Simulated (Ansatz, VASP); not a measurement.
## One calculation of HfO2, two programs

INCAR

```
PREC     = Accurate       # precision mode
ENCUT    = 520            # plane-wave cutoff, eV
EDIFF    = 1E-6           # SCF threshold, eV
ISMEAR   = 0              # smearing method
SIGMA    = 0.05           # smearing width, eV
LREAL    = False          # projectors in reciprocal space
LASPH    = True           # aspherical terms in the spheres
NELM     = 60             # most SCF steps
ALGO     = Normal         # electronic algorithm
ISIF     = 2              # what is computed and relaxed
LWAVE    = False          # write WAVECAR
LCHARG   = False          # write CHGCAR
GGA      = PE             # functional
NBANDS   = 18             # bands
```

File KPOINTS:

```
Automatic mesh
0
Gamma
  8 8 8
```

POSCAR

```
HfO2
1.0
    0.0000000000      2.6853750000      2.5575000000
    2.4296250000      0.0000000000      2.5575000000
    2.4296250000      2.6853750000      0.0000000000
Hf O
1 2
Direct
    0.0000000000      0.0000000000      0.0000000000
    0.2500000000      0.2500000000      0.2500000000
    0.7500000000      0.7500000000      0.7500000000
```

Input for Ansatz:

```yaml
crystal:
  lattice:
    - [0.0, 2.685375, 2.5575]
    - [2.429625, 0.0, 2.5575]
    - [2.429625, 2.685375, 0.0]
  atoms:
    - { symbol: Hf, position: [0.0, 0.0, 0.0] }
    - { symbol: O, position: [0.25, 0.25, 0.25] }
    - { symbol: O, position: [0.75, 0.75, 0.75] }
basis:
  ecutwfc: 420
kpoints:
  mp_grid: { grid: [8, 8, 8] }
hamiltonian:
  xc: pbe
scf:
  occupations: { method: gaussian, width: 0.05 }
output:
  forces: true
  stress: true
  eigenvalues: true
```

Change from the starting cell: strain -0.0500 x Voigt [1, -1, 0, 0, 0, 0], atoms carried along.

Alike in both runs: task single point; functional PBE; k mesh 8 × 8 × 8; occupations gaussian, width 0.05 eV; no spin polarisation.

|  | VASP | Ansatz |
| --- | --- | --- |
| version | VASP 6.6.1 | Ansatz 0.2.0 |
| potentials or method | VASP PAW PBE potentials, release 64 (Hf_pv, O), cutoff 520 eV | scalar-relativistic, plane waves, PAW |
| valence electrons in the cell | 22 | 38 |

VASP gave:

```
gap on the k mesh at the Fermi level (eV)                     : 2.55
least direct gap on the mesh (eV)                             : 2.95
pressure (GPa)                                                : -5.1
traceless stress, the component that is largest in VASP (GPa) : 22.97
```

Q: Estimate Ansatz's values.

A: gap on the k mesh at the Fermi level (eV): 2.57; least direct gap on the mesh (eV): 2.95; pressure (GPa): -1.6; traceless stress, the component that is largest in VASP (GPa): 22.58.

VASP's potentials hold 22 valence electrons a cell and Ansatz's 38, so a difference there can come from the potentials and not from the codes.

Spin-orbit coupling is off throughout.
